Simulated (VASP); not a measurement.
Wanted: the native input for a VASP 6.6.1 run.

```
Task                               : single point
Functional                         : HSE06
Potentials or basis                : VASP PAW PBE potentials, release 64 (Ga_d, N)
Cutoff                             : 520 eV
k mesh                             : 6 × 6 × 6
Occupations                        : gaussian, width 0.01 eV
Spin                               : no spin polarisation
Dipole correction                  : no
Grid for exact exchange (PRECFOCK) : Normal
Further INCAR settings             : ALGO = Normal; EDIFF = 1e-06; NBANDS = 16
Screening parameter                : 0.2079 1/Å
```

The system is GaN.

```
Ga N
1.0
     0.00000    2.13920    2.13920
     2.13920    0.00000    2.13920
     2.13920    2.13920    0.00000
Ga N
1 1
Direct
  0.00000 0.00000 0.00000
  0.25000 0.25000 0.25000
```

This cell differs from its parent crystal: strain -4.9%.

One way to write it, as run:

POSCAR

```
GaN
1.0
    0.0000000000      2.1392036575      2.1392036575
    2.1392036575      0.0000000000      2.1392036575
    2.1392036575      2.1392036575      0.0000000000
Ga N
1 1
Direct
    0.0000000000      0.0000000000      0.0000000000
    0.2500000000      0.2500000000      0.2500000000
```

INCAR.step1

```
SYSTEM = GaN
ALGO = Normal
EDIFF = 1E-5
ENCUT = 520
GGA = PE
ISIF = 2
ISMEAR = 0
LASPH = .TRUE.
LCHARG = .FALSE.
LREAL = .FALSE.
LWAVE = .TRUE.
NBANDS = 16
NELM = 100
PREC = Accurate
SIGMA = 0.01
```

INCAR.step2

```
SYSTEM = GaN
ALGO = Normal
EDIFF = 1E-6
ENCUT = 520
GGA = PE
HFSCREEN = 0.2079
ISIF = 2
ISMEAR = 0
ISTART = 1
LASPH = .TRUE.
LCHARG = .FALSE.
LHFCALC = .TRUE.
LREAL = .FALSE.
LWAVE = .FALSE.
NBANDS = 16
NELM = 100
PREC = Accurate
PRECFOCK = Normal
SIGMA = 0.01
```

KPOINTS

```
k-points
0
G
  6 6 6
  0 0 0
```

Potentials or basis: VASP PAW PBE potentials, release 64 (Ga_d, N).

Run with:

```sh
$ cat potpaw_PBE.64/Ga_d/POTCAR potpaw_PBE.64/N/POTCAR > POTCAR
$ cp INCAR.step1 INCAR
$ mpirun -np 1 vasp_std > vasp.out
$ cp INCAR.step2 INCAR
$ mpirun -np 1 vasp_std > vasp.out
```

It gave:

| Property | Result |
| --- | --- |
| Pressure | 40.5 GPa |
| Band gap on the k mesh | 4.14 eV, direct |

Caveat: the k points lie up to 0.42 Å⁻¹ apart; the cell differs from its parent crystal (strain -4.9%); the PAW data sets were made with another functional, which shifts forces and pressure a little.

Wall time 24 min on 1 thread of AMD EPYC 7R43 64-Core Processor (Zen 3), on a shared host, peak memory 0.22 GiB.
